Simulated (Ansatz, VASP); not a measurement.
**Al3GaSb4 in VASP and in Ansatz**

```xyz
8
Lattice="4.3867 0.0000 0.0000 -2.1934 3.7990 0.0000 0.0000 0.0000 14.4493" Properties=species:S:1:pos:R:3 pbc="T T T"
Al    0.0000    0.0000    3.6151
Al    2.1934    1.2663   14.4475
Al    2.1934    1.2663    7.2283
Ga    0.0000    0.0000   10.8451
Sb    0.0000    0.0000    6.3191
Sb    0.0000    0.0000   13.5435
Sb    2.1934    1.2663    2.7040
Sb    2.1934    1.2663    9.9343
```

Alike in both runs: functional PBE; k mesh 12 × 12 × 4; occupations gaussian, width 0.02 eV; no spin polarisation.

Ansatz relaxed the structure, and its values are those at the end. VASP's run is a single point on that final structure, the one shown.

|  | VASP | Ansatz |
| --- | --- | --- |
| version | VASP 6.6.1 | Ansatz 0.2.0 |
| potentials or method | VASP PAW PBE potentials, release 64 (Al, Ga_d, Sb), cutoff 520 eV | scalar-relativistic, plane waves, PAW |
| valence electrons in the cell | 42 | 82 |

```tsv
	VASP	Ansatz	Ansatz less VASP
gap on the k mesh at the Fermi level (eV)	0.38	0.39	+0.004
least direct gap on the mesh (eV)	0.38	0.39	+0.004
pressure (GPa)	0.2	0.0	-0.15
```

The functional is the same, so the differences come from potentials, cutoffs and numerics. VASP's potentials hold 42 valence electrons a cell and Ansatz's 82, so a difference there can come from the potentials and not from the codes.

Neither program's run includes spin-orbit coupling.
